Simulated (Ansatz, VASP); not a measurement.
## Two plane-wave programs on Mg

INCAR

```
  AGGAC = 1.0
  AGGAX = 1.0
  ALDAC = 0.0
  ALDAX = 1.0
  ALGO = Normal
  EDIFF = 1E-6
  ENCUT = 600
  GGA = B5
  GGA_COMPAT = F
  ISIF = 2
  ISMEAR = 0
  LASPH = T
  LCHARG = F
  LREAL = F
  LWAVE = F
  NBANDS = 7
  NELM = 120
  PREC = Accurate
  SIGMA = 0.1
```

File KPOINTS:

```
k-points
0
Gamma
  6 6 6
```

Contents of POSCAR:

```
Mg
1.0
   -1.8359916300      1.8359916300      1.6794040200
    1.8359916300     -1.8359916300      1.6794040200
    1.8359916300      1.8359916300     -1.6794040200
Mg
1
Direct
    0.0000000000      0.0000000000      0.0000000000
```

Input for Ansatz:

```yaml
crystal:
  lattice:
    - [-1.83599163, 1.83599163, 1.67940402]
    - [1.83599163, -1.83599163, 1.67940402]
    - [1.83599163, 1.83599163, -1.67940402]
  atoms:
    - { symbol: Mg, position: [0.0, 0.0, 0.0] }
basis:
  ecutwfc: 420
kpoints:
  mp_grid: { grid: [6, 6, 6] }
hamiltonian:
  xc: blyp
scf:
  occupations: { method: gaussian, width: 0.1 }
output:
  forces: true
  stress: true
  eigenvalues: true
```

Alike in both runs: task single point; functional BLYP; k mesh 6 × 6 × 6; occupations gaussian, width 0.1 eV; no spin polarisation.

|  | VASP | Ansatz |
| --- | --- | --- |
| version | VASP 6.6.1 | Ansatz 0.2.0 |
| potentials or method | VASP PAW PBE potentials, release 64 (Mg), cutoff 600 eV | scalar-relativistic, plane waves, PAW |
| valence electrons in the cell | 2 | 10 |

Ansatz gave:

```
gap on the k mesh at the Fermi level (eV)                     : none
pressure (GPa)                                                : 1.4
traceless stress, the component that is largest in VASP (GPa) : 3.03
```

Question: What did VASP give for the same quantities?

Answer: gap on the k mesh at the Fermi level (eV): none; pressure (GPa): 1.4; traceless stress, the component that is largest in VASP (GPa): 3.01.

VASP's potentials were made for PBE, not for BLYP. A gap of «none» marks a metal or a gap that the smearing closes. VASP's potentials hold 2 valence electrons a cell and Ansatz's 10, so a difference there can come from the potentials and not from the codes.

The k mesh is coarse, so the values compare programs but aren't converged.
